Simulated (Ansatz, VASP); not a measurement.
# One calculation of Ba, two programs

Contents of INCAR:

```
PREC = Accurate
ENCUT = 520
EDIFF = 1E-6
ISMEAR = -1
SIGMA = 0.05
LREAL = False
LASPH = True
NELM = 100
ALGO = Normal
ISIF = 2
LWAVE = False
LCHARG = False
GGA = PE
NBANDS = 11
```

File KPOINTS:

```
regular mesh
0
Gamma
  13 13 13
```

The input POSCAR:

```
Ba
1.0
    3.9828154628      0.0000000000      0.0000000000
    0.0000000000      3.9828154628      0.0000000000
    0.0000000000      0.0000000000      3.9828154628
Ba
1
Direct
    0.0000000000      0.0000000000      0.0000000000
```

Input for Ansatz:

```yaml
crystal:
  lattice:
    - [3.9828154628, 0.0, 0.0]
    - [0.0, 3.9828154628, 0.0]
    - [0.0, 0.0, 3.9828154628]
  atoms:
    - { symbol: Ba, position: [0.0, 0.0, 0.0] }
kpoints:
  mp_grid: { grid: [13, 13, 13] }
scf:
  occupations: { method: fermi_dirac, width: 0.05 }
hamiltonian:
  xc: pbe
  pseudopotentials: { kind: all_electron, lapw: { basis_error: 0.00025 } }
output:
  forces: true
  stress: true
  eigenvalues: true
```

Change from the starting cell: volume scaled by 1.025.

Alike in both runs: task single point; functional PBE; k mesh 13 × 13 × 13; occupations fermi-dirac, width 0.05 eV; no spin polarisation.

|  | VASP | Ansatz |
| --- | --- | --- |
| version | VASP 6.6.1 | Ansatz 0.2.0 |
| potentials or method | VASP PAW PBE potentials, release 64 (Ba_sv), cutoff 520 eV | all-electron LAPW, scalar-relativistic |

Ansatz gave:

* pressure (GPa): -0.2

Problem. What did VASP give for the same quantities?

Solution. Pressure (GPa): -0.1.

Ansatz ran all-electron here, and VASP with PAW potentials.

Spin-orbit coupling is off throughout.
